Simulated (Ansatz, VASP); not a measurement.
# Two plane-wave programs on Si3P

The input INCAR:

```
SYSTEM = Si3P
PREC     = Accurate       ! precision mode
ENCUT    = 600            ! plane-wave cutoff, eV
EDIFF    = 1E-6           ! SCF threshold, eV
ISMEAR   = 0              ! smearing method
SIGMA    = 0.1            ! smearing width, eV
LREAL    = .FALSE.        ! projectors in reciprocal space
LASPH    = .TRUE.         ! aspherical terms in the spheres
NELM     = 80             ! most SCF steps
ALGO     = Normal         ! electronic algorithm
ISIF     = 3              ! what is computed and relaxed
LWAVE    = .FALSE.        ! write WAVECAR
LCHARG   = .FALSE.        ! write CHGCAR
GGA      = PE             ! functional
IBRION   = 2              ! ionic algorithm
NSW      = 100            ! ionic steps
EDIFFG   = -0.01          ! ionic threshold
```

The input KPOINTS:

```
regular mesh
0
G
  12 12 12
  0 0 0
```

POSCAR

```
Si3P
1.0
    3.9103676084      0.0000000000      0.0000000000
    0.0000000000      3.9103676084      0.0000000000
    0.0000000000      0.0000000000      3.8701744871
Si P
3 1
Direct
    0.0000000000      0.5000000000      0.5000000000
    0.5000000000      0.0000000000      0.5000000000
    0.5000000000      0.5000000000      0.0000000000
    0.0000000000      0.0000000000      0.0000000000
```

Input for Ansatz:

```yaml
crystal:
  lattice:
    - [3.9103676084, 0.0, 0.0]
    - [0.0, 3.9103676084, 0.0]
    - [0.0, 0.0, 3.8701744871]
  atoms:
    - { symbol: Si, position: [0.0, 0.5, 0.5] }
    - { symbol: Si, position: [0.5, 0.0, 0.5] }
    - { symbol: Si, position: [0.5, 0.5, 0.0] }
    - { symbol: P, position: [0.0, 0.0, 0.0] }
basis:
  ecutwfc: 420
kpoints:
  mp_grid: { grid: [12, 12, 12] }
hamiltonian:
  xc: pbe
scf:
  occupations: { method: gaussian, width: 0.1 }
output:
  forces: true
  stress: true
  eigenvalues: true
relax:
  adjacent_minimum: "off"
  f_tol: 0.01
  max_steps: 80
  cell: { stress_tol: 0.05 }
```

Alike in both runs: task relaxation of cell and atoms; functional PBE; k mesh 12 × 12 × 12; occupations gaussian, width 0.1 eV; no spin polarisation.

```csv
,VASP,Ansatz
version,VASP 6.6.1,Ansatz 0.2.0
potentials or method,"VASP PAW PBE potentials, release 64 (Si, P), cutoff 600 eV","scalar-relativistic, plane waves, PAW"
valence electrons in the cell,17,17
```

VASP gave:

- gap on the k mesh at the Fermi level, each at its own relaxed structure (eV): none
- relaxed volume (Å³/atom): 14.65
- relaxed length of the cell vector where the two differ most in proportion (Å): 3.857

**Question.** What did Ansatz give for the same quantities?

**Answer.** gap on the k mesh at the Fermi level, each at its own relaxed structure (eV): none; relaxed volume (Å³/atom): 14.48; relaxed length of the cell vector where the two differ most in proportion (Å): 3.091.

A gap of «none» marks a metal or a gap that the smearing closes.

Noted on VASP's run: too few bands were computed for a metal, which touches its energy and stress.
